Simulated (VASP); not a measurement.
A run of VASP 6.6.1 is set up as follows.

The input POSCAR:

```
ScZn
1.0
    3.3103274000      0.0000000000      0.0000000000
    0.0000000000      3.3103274000      0.0000000000
    0.0000000000      0.0000000000      3.3103274000
Sc Zn
1 1
Direct
    0.0000000000      0.0000000000      0.0000000000
    0.5000000000      0.5000000000      0.5000000000
```

The input INCAR.step1:

```
SYSTEM = ScZn
PREC = Accurate
ENCUT = 520
ISMEAR = -1
SIGMA = 0.1
LREAL = .FALSE.
LASPH = .TRUE.
NELM = 80
NBANDS = 18
GGA = PE
ALGO = Normal
EDIFF = 1E-4
LWAVE = .TRUE.
LCHARG = .FALSE.
```

Contents of INCAR.step2:

```
SYSTEM = ScZn
PREC = Accurate
ENCUT = 520
EDIFF = 1E-6
ISMEAR = -1
SIGMA = 0.1
LREAL = .FALSE.
LASPH = .TRUE.
NELM = 80
ALGO = Normal
ISIF = 2
LWAVE = .FALSE.
LCHARG = .FALSE.
METAGGA = R2SCAN
LMIXTAU = .TRUE.
NBANDS = 18
ISTART = 1
```

File KPOINTS:

```
regular mesh
0
G
  10 10 10
  0 0 0
```

Potentials or basis: VASP PAW PBE potentials, release 64 (Sc_sv, Zn).

Command:

```console
$ cat potpaw_PBE.64/Sc_sv/POTCAR potpaw_PBE.64/Zn/POTCAR > POTCAR
$ cp INCAR.step1 INCAR
$ mpirun -np 1 vasp_std > vasp.out
$ cp INCAR.step2 INCAR
$ mpirun -np 1 vasp_std > vasp.out
```

(1) Estimate the pressure.

## Answers

(1) 2.0 GPa.

Caveat: the PAW data sets were made with another functional, which shifts forces and pressure a little.
